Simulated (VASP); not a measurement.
Input of a VASP 6.6.1 run:

The input INCAR:

```
SYSTEM = Sb
PREC = Accurate
ENCUT = 520
EDIFF = 1E-6
ISMEAR = -1
SIGMA = 0.08
LREAL = .FALSE.
LASPH = .TRUE.
NELM = 80
ALGO = Normal
ISIF = 2
LWAVE = .FALSE.
LCHARG = .FALSE.
GGA = PE
NBANDS = 8
```

File KPOINTS:

```
Automatic mesh
0
G
  15 15 15
  0 0 0
```

The input POSCAR:

```
Sb
1.0
    0.0000000000      1.9267039372      1.9267039372
    1.9267039372      0.0000000000      1.9267039372
    1.9267039372      1.9267039372      0.0000000000
Sb
1
Direct
    0.0000000000      0.0000000000      0.0000000000
```

Potentials or basis: VASP PAW PBE potentials, release 64 (Sb).

The run is started by

```bash
$ cat potpaw_PBE.64/Sb/POTCAR > POTCAR
$ mpirun -np 1 vasp_std > vasp.out
```

(1) Estimate the pressure.

Answers

(1) 176.4 GPa.
